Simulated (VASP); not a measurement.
# WC (P-6m2) in VASP: further runs, part 2 of 3

VASP 6.6.1. Earlier steps stand in the parts before.

## 3. Electric field gradients, PBEsol (zz strain of +1 %)

Contents of INCAR:

```
ALGO = Normal
EDIFF = 1E-8
ENCUT = 520
GGA = PS
ISIF = 2
ISMEAR = -1
LASPH = T
LCHARG = F
LEFG = T
LREAL = F
LWAVE = F
NBANDS = 16
NELM = 80
PREC = Accurate
SIGMA = 0.05
```

Contents of KPOINTS:

```
k-points
0
Gamma
  13 13 12
```

Contents of POSCAR:

```
WC
1.0
    2.9005014360      0.0000000000      0.0000000000
   -1.4502507180      2.5119079273      0.0000000000
    0.0000000000      0.0000000000      2.8572900000
W C
1 1
Direct
    0.0000000000      0.0000000000      0.0000000000
    0.6666666667      0.3333333333      0.5000000000
```

Potentials or basis: VASP PAW PBE potentials, release 64 (W_sv, C).

Run with:

```console
$ cat potpaw_PBE.64/W_sv/POTCAR potpaw_PBE.64/C/POTCAR > POTCAR
$ mpirun -np 1 vasp_std > vasp.out
```

OUTCAR:

```text
EDIFF = 1E-8
   ENCUT = 520
   GGA = PS
   ISIF = 2
   ISMEAR = -1
   LASPH = T
   LREAL = F
   NELM = 80
   PREC = Accurate

 ion  position               nearest neighbor table
   1  0.000  0.000  0.000-   2 2.20   2 2.20   2 2.20   2 2.20   2 2.20   2 2.20
   2  0.667  0.333  0.500-   1 2.20   1 2.20   1 2.20   1 2.20   1 2.20   1 2.20

  LATTYP: Found a hexagonal cell.
 ALAT       =     2.9005014360
 C/A-ratio  =     0.9851020808

  Lattice vectors:

 A1 = (   2.9005014360,   0.0000000000,   0.0000000000)
 A2 = (  -1.4502507180,   2.5119079273,   0.0000000000)
 A3 = (   0.0000000000,   0.0000000000,   2.8572900000)

Analysis of symmetry for initial positions (statically):
=====================================================================
 Subroutine PRICEL returns:
 Original cell was already a primitive cell.

 Routine SETGRP: Setting up the symmetry group for a
 hexagonal supercell.

 Subroutine GETGRP returns: Found 12 space group operations
 (whereof 12 operations were pure point group operations)
 out of a pool of 24 trial point group operations.

The static configuration has the point symmetry D_3h.

Analysis of symmetry for dynamics (positions and initial velocities):
=====================================================================
 Subroutine PRICEL returns:
 Original cell was already a primitive cell.

 Routine SETGRP: Setting up the symmetry group for a
 hexagonal supercell.

 Subroutine GETGRP returns: Found 12 space group operations
 (whereof 12 operations were pure point group operations)
 out of a pool of 24 trial point group operations.
[... 158 lines left out ...]
      1     -63.0572      2.00000
      2     -27.0637      2.00000
      3     -26.9283      2.00000
      4     -26.9283      2.00000
      5      -3.5129      2.00000
      6       6.5603      2.00000
[... 433 lines left out ...]
      3     -27.0854      2.00000
      4     -26.9667      2.00000
      5      -2.7554      2.00000
      6       6.4250      2.00000
[... 8 lines left out ...]
     15      24.4132      0.00000
     16      28.7794      0.00000

 [... further k-points ...]

------------------------ aborting loop because EDIFF is reached ----------------------------------------

  FORCE on cell =-STRESS in cart. coord.  units (eV):
  Direction    XX          YY          ZZ          XY          YZ          ZX
  --------------------------------------------------------------------------------------
  -------------------------------------------------------------------------------------
  Total       -0.1706364     -0.1706364     -1.1807298      0.0000000      0.0000000      0.0000000
  in kB      -13.1326165    -13.1326165    -90.8719781      0.0000000      0.0000000      0.0000000
  external PRESSURE =     -39.0457370 kB  Pullay stress =       0.0000000 kB

 VOLUME and BASIS-vectors are now :
 -----------------------------------------------------------------------------
  energy-cutoff  :      520.00
  volume of cell :       20.82
      direct lattice vectors                 reciprocal lattice vectors
     2.900501436  0.000000000  0.000000000     0.344767973  0.199051882  0.000000000
    -1.450250718  2.511907927  0.000000000     0.000000000  0.398103764  0.000000000
     0.000000000  0.000000000  2.857290000     0.000000000  0.000000000  0.349981976

 POSITION                                       TOTAL-FORCE (eV/Angst)
 -----------------------------------------------------------------------------------
      0.00000      0.00000      0.00000         0.000000     -0.000000      0.000000
      1.45025      0.83730      1.42864        -0.000000      0.000000      0.000000
 -----------------------------------------------------------------------------------
    total drift:                                0.000000     -0.000000      0.000000

  FREE ENERGIE OF THE ION-ELECTRON SYSTEM (eV)
  ---------------------------------------------------
  free  energy   TOTEN  =       -23.8960780564 eV

  energy  without entropy=      -23.8930844442  energy(sigma->0) =      -23.89458125

 Electric field gradients (V/A^2)
---------------------------------------------------------------------
 ion       V_xx      V_yy      V_zz      V_xy      V_xz      V_yz
---------------------------------------------------------------------
   1      61.623    61.624  -123.247     0.000     0.000    -0.000
   2      -0.164    -0.163     0.327     0.000     0.000     0.000
---------------------------------------------------------------------

 Electric field gradients after diagonalization (V/A^2)
 (convention: |V_zz| > |V_xx| > |V_yy|)
----------------------------------------------------------------------
 ion       V_xx      V_yy      V_zz     asymmetry (V_yy - V_xx)/ V_zz
----------------------------------------------------------------------
   1      61.624    61.623  -123.247       0.000
   2      -0.164    -0.163     0.327       0.003
----------------------------------------------------------------------

           NMR quadrupolar parameters

 Cq : quadrupolar parameter    Cq=e*Q*V_zz/h
 eta: asymmetry parameters     (V_yy - V_xx)/ V_zz
 Q  : nuclear electric quadrupole moment in mb (millibarn)
----------------------------------------------------------------------
 ion       Cq(MHz)       eta       Q (mb)
----------------------------------------------------------------------
   1      -0.298       0.000       1.000
   2       0.001       0.003       1.000
----------------------------------------------------------------------
```

OSZICAR:

```text
N       E                     dE             d eps       ncg     rms          rms(c)
DAV:   1     0.108697295398E+03    0.10870E+03   -0.93718E+03  4728   0.125E+03
DAV:   2    -0.235353669521E+02   -0.13223E+03   -0.12763E+03  5592   0.336E+02
DAV:   3    -0.267816891950E+02   -0.32463E+01   -0.32331E+01  5240   0.500E+01
DAV:   4    -0.267988314842E+02   -0.17142E-01   -0.17141E-01  6144   0.407E+00
DAV:   5    -0.267989530140E+02   -0.12153E-03   -0.12153E-03  5232   0.330E-01    0.328E+01
DAV:   6    -0.240026626746E+02    0.27963E+01   -0.53382E+00  5744   0.249E+01    0.898E+00
DAV:   7    -0.239303749894E+02    0.72288E-01   -0.38527E-01  5040   0.478E+00    0.625E+00
DAV:   8    -0.238970298149E+02    0.33345E-01   -0.67162E-02  5328   0.213E+00    0.881E-01
DAV:   9    -0.238962471145E+02    0.78270E-03   -0.24320E-03  5208   0.404E-01    0.121E-01
DAV:  10    -0.238960782619E+02    0.16885E-03   -0.28016E-04  5904   0.200E-01    0.404E-02
DAV:  11    -0.238960786985E+02   -0.43652E-06   -0.11600E-05  5240   0.334E-02    0.779E-03
DAV:  12    -0.238960781163E+02    0.58217E-06   -0.19441E-06  5296   0.112E-02    0.818E-04
DAV:  13    -0.238960780748E+02    0.41522E-07   -0.10211E-07  5400   0.268E-03    0.323E-04
DAV:  14    -0.238960780572E+02    0.17543E-07   -0.19749E-09  3160   0.423E-04    0.395E-05
DAV:  15    -0.238960780564E+02    0.82946E-09   -0.12812E-10  2552   0.121E-04
   1 F= -.23896078E+02 E0= -.23894581E+02  d E =-.299361E-02
```

It took 41 s on 1 thread of Intel Xeon Platinum 8259CL at 2.50GHz (Skylake/Cascade Lake), shared host; peak memory 0.17 GiB.

Results:

| Item | Value |
| --- | --- |
| Free energy | -23.8961 eV |
| Pressure | -3.9 GPa |
| Band gap on the k mesh | zero (band 9 reaches 11.54 eV, above the bottom of band 10 at 10.29 eV) |

Levels at points of the mesh, in eV from the Fermi level:
```tsv
k point	band 5	band 6	band 7	band 8	band 9	band 10	band 11	band 12	band 13	band 14
(0.00, 0.00, 0.00)	-14.41	-4.33	-3.26	-3.26	0.02	3.19	3.19	5.59	5.59	6.47
(0.00, 0.00, 0.50)	-10.40	-8.68	-1.91	-1.91	-0.61	-0.61	3.50	4.56	4.56	9.91
```

Electric field gradients, principal values (V/Å²):
```csv
atom,least,middle,greatest (by size)
1 W,61.623,61.624,-123.247
2 C,-0.163,-0.164,0.327
```

Caveat: the cell differs from its parent crystal (zz strain of +1 %); without QUAD_EFG the Cq values of the log hold for a quadrupole moment of 1 mb, not for the nuclei; the PAW data sets were made with another functional, which shifts forces and pressure a little; spin-orbit coupling is left out, which moves the levels of the heavy elements.

## 4. Electric field gradients, PBEsol (zz strain of +1 %)

Contents of INCAR:

```
SYSTEM = WC
ALGO = Normal
EDIFF = 1E-8
ENCUT = 520
GGA = PS
ISIF = 2
ISMEAR = -1
LASPH = .True.
LCHARG = .False.
LEFG = .True.
LREAL = .False.
LWAVE = .False.
NBANDS = 16
NELM = 80
PREC = Accurate
SIGMA = 0.05
```

Contents of KPOINTS:

```
k-points
0
Gamma
  13 13 12
  0 0 0
```

POSCAR is that of step 3.

Potentials or basis: VASP PAW PBE potentials, release 64 (W_sv, C).

Run with:

```console
$ cat potpaw_PBE.64/W_sv/POTCAR potpaw_PBE.64/C/POTCAR > POTCAR
$ mpirun -np 1 vasp_std > vasp.out
```

OUTCAR:

```text
SYSTEM = WC
   EDIFF = 1E-8
   ENCUT = 520
   GGA = PS
   ISIF = 2
   ISMEAR = -1
   LASPH = .True.
   LREAL = .False.
   NELM = 80
   PREC = Accurate

 ion  position               nearest neighbor table
   1  0.000  0.000  0.000-   2 2.20   2 2.20   2 2.20   2 2.20   2 2.20   2 2.20
   2  0.667  0.333  0.500-   1 2.20   1 2.20   1 2.20   1 2.20   1 2.20   1 2.20

  LATTYP: Found a hexagonal cell.
 ALAT       =     2.9005014360
 C/A-ratio  =     0.9851020808

  Lattice vectors:

 A1 = (   2.9005014360,   0.0000000000,   0.0000000000)
 A2 = (  -1.4502507180,   2.5119079273,   0.0000000000)
[... 669 lines left out ...]
  free  energy   TOTEN  =       -23.8960780564 eV

  energy  without entropy=      -23.8930844442  energy(sigma->0) =      -23.89458125

 Electric field gradients (V/A^2)
---------------------------------------------------------------------
 ion       V_xx      V_yy      V_zz      V_xy      V_xz      V_yz
---------------------------------------------------------------------
   1      61.623    61.624  -123.247     0.000     0.000    -0.000
   2      -0.164    -0.163     0.327     0.000     0.000     0.000
---------------------------------------------------------------------

 Electric field gradients after diagonalization (V/A^2)
 (convention: |V_zz| > |V_xx| > |V_yy|)
----------------------------------------------------------------------
 ion       V_xx      V_yy      V_zz     asymmetry (V_yy - V_xx)/ V_zz
----------------------------------------------------------------------
   1      61.624    61.623  -123.247       0.000
   2      -0.164    -0.163     0.327       0.003
----------------------------------------------------------------------

           NMR quadrupolar parameters

 Cq : quadrupolar parameter    Cq=e*Q*V_zz/h
 eta: asymmetry parameters     (V_yy - V_xx)/ V_zz
 Q  : nuclear electric quadrupole moment in mb (millibarn)
----------------------------------------------------------------------
 ion       Cq(MHz)       eta       Q (mb)
----------------------------------------------------------------------
   1      -0.298       0.000       1.000
   2       0.001       0.003       1.000
----------------------------------------------------------------------
```

Wall time 40 s (1 thread of Intel Xeon Platinum 8259CL at 2.50GHz (Skylake/Cascade Lake), shared host); peak memory 0.18 GiB.

What came out:

| Quantity | Value |
| --- | --- |
| Free energy | -23.8961 eV |
| Pressure | -3.9 GPa |
| Band gap on the k mesh | zero (band 9 reaches 11.54 eV, above the bottom of band 10 at 10.29 eV) |

Electric field gradients, principal values (V/Å²):
```csv
atom,least,middle,greatest (by size)
1 W,61.623,61.624,-123.247
2 C,-0.163,-0.164,0.327
```

Caveat: the cell differs from its parent crystal (zz strain of +1 %); without QUAD_EFG the Cq values of the log hold for a quadrupole moment of 1 mb, not for the nuclei; the PAW data sets were made with another functional, which shifts forces and pressure a little; spin-orbit coupling is left out, which moves the levels of the heavy elements.

## 5. Electric field gradients, PBEsol (equal xx and yy strain of -2 %)

Contents of INCAR:

```
  PREC = Accurate
  ENCUT = 520
  EDIFF = 1E-8
  ISMEAR = -1
  SIGMA = 0.05
  LREAL = False
  LASPH = True
  NELM = 100
  ALGO = Normal
  ISIF = 2
  LWAVE = False
  LCHARG = False
  GGA = PS
  LEFG = True
  NBANDS = 16
```

Contents of KPOINTS:

```
Automatic mesh
0
Gamma
  13 13 12
```

Contents of POSCAR:

```
WC
1.0
    2.8424914073      0.0000000000      0.0000000000
   -1.4212457036      2.4616697688      0.0000000000
    0.0000000000      0.0000000000      2.8290000000
W C
1 1
Direct
    0.0000000000      0.0000000000      0.0000000000
    0.6666666667      0.3333333333      0.5000000000
```

Potentials or basis: VASP PAW PBE potentials, release 64 (W_sv, C).

Run with:

```console
$ cat potpaw_PBE.64/W_sv/POTCAR potpaw_PBE.64/C/POTCAR > POTCAR
$ mpirun -np 1 vasp_std > vasp.out
```

OUTCAR:

```text
PREC = Accurate
   ENCUT = 520
   EDIFF = 1E-8
   ISMEAR = -1
   LREAL = False
   LASPH = True
   NELM = 100
   ISIF = 2
   GGA = PS

 ion  position               nearest neighbor table
   1  0.000  0.000  0.000-   2 2.17   2 2.17   2 2.17   2 2.17   2 2.17   2 2.17
   2  0.667  0.333  0.500-   1 2.17   1 2.17   1 2.17   1 2.17   1 2.17   1 2.17

  LATTYP: Found a hexagonal cell.
 ALAT       =     2.8424914073
 C/A-ratio  =     0.9952536682

  Lattice vectors:

 A1 = (   2.8424914073,   0.0000000000,   0.0000000000)
 A2 = (  -1.4212457036,   2.4616697688,   0.0000000000)
 A3 = (   0.0000000000,   0.0000000000,   2.8290000000)

Analysis of symmetry for initial positions (statically):
=====================================================================
 Subroutine PRICEL returns:
 Original cell was already a primitive cell.

 Routine SETGRP: Setting up the symmetry group for a
 hexagonal supercell.

 Subroutine GETGRP returns: Found 12 space group operations
 (whereof 12 operations were pure point group operations)
 out of a pool of 24 trial point group operations.

The static configuration has the point symmetry D_3h.

Analysis of symmetry for dynamics (positions and initial velocities):
=====================================================================
 Subroutine PRICEL returns:
 Original cell was already a primitive cell.

 Routine SETGRP: Setting up the symmetry group for a
 hexagonal supercell.

 Subroutine GETGRP returns: Found 12 space group operations
 (whereof 12 operations were pure point group operations)
 out of a pool of 24 trial point group operations.

[... 151 lines left out ...]
 cond. band min:      11.6912746023   @ k =   0.4615  -0.0000   0.4167
 fundamental gap:      0.0717966860
 Fermi energy:        11.6425167388

 k-point     1 :       0.0000    0.0000    0.0000
  band No.  band energies     occupation
      1     -62.2203      2.00000
      2     -26.2539      2.00000
      3     -26.0534      2.00000
      4     -26.0534      2.00000
      5      -3.1679      2.00000
      6       6.9773      2.00000
[... 433 lines left out ...]
      3     -26.2700      2.00000
      4     -26.1008      2.00000
      5      -2.3563      2.00000
      6       6.9172      2.00000
[... 8 lines left out ...]
     15      25.4923      0.00000
     16      30.1039      0.00000

 [... further k-points ...]
[... 5 lines left out ...]
  --------------------------------------------------------------------------------------
  -------------------------------------------------------------------------------------
  Total        2.7590998      2.7590998      1.0876117      0.0000000     -0.0000000      0.0000000
  in kB      223.3140688    223.3140688     88.0283474      0.0000000     -0.0000000      0.0000000
  external PRESSURE =     178.2188283 kB  Pullay stress =       0.0000000 kB

 VOLUME and BASIS-vectors are now :
 -----------------------------------------------------------------------------
  energy-cutoff  :      520.00
  volume of cell :       19.80
      direct lattice vectors                 reciprocal lattice vectors
     2.842491407  0.000000000  0.000000000     0.351804054  0.203114165  0.000000000
    -1.421245704  2.461669769  0.000000000     0.000000000  0.406228330  0.000000000
     0.000000000  0.000000000  2.829000000     0.000000000  0.000000000  0.353481796

 POSITION                                       TOTAL-FORCE (eV/Angst)
 -----------------------------------------------------------------------------------
      0.00000      0.00000      0.00000        -0.000000      0.000000      0.000000
      1.42125      0.82056      1.41450         0.000000     -0.000000      0.000000
 -----------------------------------------------------------------------------------
    total drift:                               -0.000000      0.000000      0.000000

  FREE ENERGIE OF THE ION-ELECTRON SYSTEM (eV)
  ---------------------------------------------------
  free  energy   TOTEN  =       -23.8449990496 eV

  energy  without entropy=      -23.8421735084  energy(sigma->0) =      -23.84358628

 Electric field gradients (V/A^2)
---------------------------------------------------------------------
 ion       V_xx      V_yy      V_zz      V_xy      V_xz      V_yz
---------------------------------------------------------------------
   1      61.677    61.676  -123.353    -0.000    -0.000     0.000
   2      -0.423    -0.423     0.846     0.000     0.000    -0.000
---------------------------------------------------------------------

 Electric field gradients after diagonalization (V/A^2)
 (convention: |V_zz| > |V_xx| > |V_yy|)
----------------------------------------------------------------------
 ion       V_xx      V_yy      V_zz     asymmetry (V_yy - V_xx)/ V_zz
----------------------------------------------------------------------
   1      61.677    61.676  -123.353       0.000
   2      -0.423    -0.423     0.846       0.001
----------------------------------------------------------------------

           NMR quadrupolar parameters

 Cq : quadrupolar parameter    Cq=e*Q*V_zz/h
 eta: asymmetry parameters     (V_yy - V_xx)/ V_zz
 Q  : nuclear electric quadrupole moment in mb (millibarn)
----------------------------------------------------------------------
 ion       Cq(MHz)       eta       Q (mb)
----------------------------------------------------------------------
   1      -0.298       0.000       1.000
   2       0.002       0.001       1.000
----------------------------------------------------------------------
```

stdout:

```text
POSCAR found type information on POSCAR W C
 POSCAR found :  2 types and       2 ions
 scaLAPACK will be used
 -----------------------------------------------------------------------------
|                                                                             |
|                                                                             |
|     You enforced a specific xc type in the INCAR file but a different       |
|     I HOPE YOU KNOW WHAT YOU ARE DOING!                                     |
|                                                                             |
 -----------------------------------------------------------------------------

 LDA part: xc-table for (Slater+PW92), standard interpolation
 POSCAR, INCAR and KPOINTS ok, starting setup
 FFT: planning ... GRIDC
 FFT: planning ... GRID_SOFT
 FFT: planning ... GRID
 WAVECAR not read
 entering main loop
ion   1

ion   2
```

Run time: 16 s. Hardware: 1 thread of Intel Xeon 6975P-C (Granite Rapids), shared host; peak memory 0.17 GiB.

What came out:

```
Free energy            : -23.8450 eV
Pressure               : 17.8 GPa
Band gap on the k mesh : zero (band 9 reaches 12.34 eV, above the bottom of band 10 at 10.95 eV)
```

Electric field gradients, principal values (V/Å²):
```tsv
atom	least	middle	greatest (by size)
1 W	61.676	61.677	-123.353
2 C	-0.423	-0.423	0.846
```

Caveat: the cell differs from its parent crystal (equal xx and yy strain of -2 %); without QUAD_EFG the Cq values of the log hold for a quadrupole moment of 1 mb, not for the nuclei; the PAW data sets were made with another functional, which shifts forces and pressure a little; spin-orbit coupling is left out, which moves the levels of the heavy elements.

(Part 2 of 3 ends here.)
